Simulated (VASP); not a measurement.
Wanted: the native input for a VASP 6.6.1 run.

```
Task                   : single point
Functional             : LDA
Potentials or basis    : VASP PAW LDA potentials, release 64 (Al, Ir)
Cutoff                 : 520 eV
k mesh                 : 11 × 11 × 11
Occupations            : fermi-dirac, width 0.03 eV
Spin                   : collinear spin
Starting moments       : [0.0, 0.2] μB
Fixed moment           : 0.2 μB
Dipole correction      : no
Further INCAR settings : ALGO = Normal; EDIFF = 1e-07; NBANDS = 17
```

The structure of AlIr lies in POSCAR:

```
AlIr
1.0
    2.9945548500      0.0000000000      0.0000000000
    0.0000000000      2.9945548500      0.0000000000
    0.0000000000      0.0000000000      2.9945548500
Al Ir
1 1
Direct
    0.0000000000      0.0000000000      0.0000000000
    0.5000000000      0.5000000000      0.5000000000
```

The input as run:

INCAR

```
SYSTEM = AlIr
ALGO     = Normal         ! electronic algorithm
EDIFF    = 1E-7           ! SCF threshold, eV
ENCUT    = 520            ! plane-wave cutoff, eV
ISIF     = 2              ! what is computed and relaxed
ISMEAR   = -1             ! smearing method
ISPIN    = 2              ! spin polarisation
LASPH    = .TRUE.         ! aspherical terms in the spheres
LCHARG   = .FALSE.        ! write CHGCAR
LMAXMIX  = 4              ! l up to which the mixer works
LORBIT   = 11             ! projections on sites
LREAL    = .FALSE.        ! projectors in reciprocal space
LWAVE    = .FALSE.        ! write WAVECAR
MAGMOM   = 0 0.2          ! initial moments
NBANDS   = 17             ! bands
NELM     = 150            ! most SCF steps
NUPDOWN  = 0.2            ! fixed moment
PREC     = Accurate       ! precision mode
SIGMA    = 0.03           ! smearing width, eV
```

KPOINTS

```
k-points
0
G
  11 11 11
  0 0 0
```

Potentials or basis: VASP PAW LDA potentials, release 64 (Al, Ir).

The run is started by

```bash
$ cat potpaw_LDA.64/Al/POTCAR potpaw_LDA.64/Ir/POTCAR > POTCAR
$ mpirun -np 1 vasp_std > vasp.out
```

Results of the run:

* Pressure: -4.4 GPa
* Net moment: 0.20 μB per cell
* Site moments: Al +0.00; Ir +0.18 μB
* Valence electrons inside the program's atomic spheres: Al 0.79; Ir 8.59

Caveat: the cell stands under tension; the total moment is fixed, so each spin has its own Fermi level.

It took 27 s on 1 thread of Intel Xeon 8259CL, with other jobs on the host, peak memory 0.16 GiB.
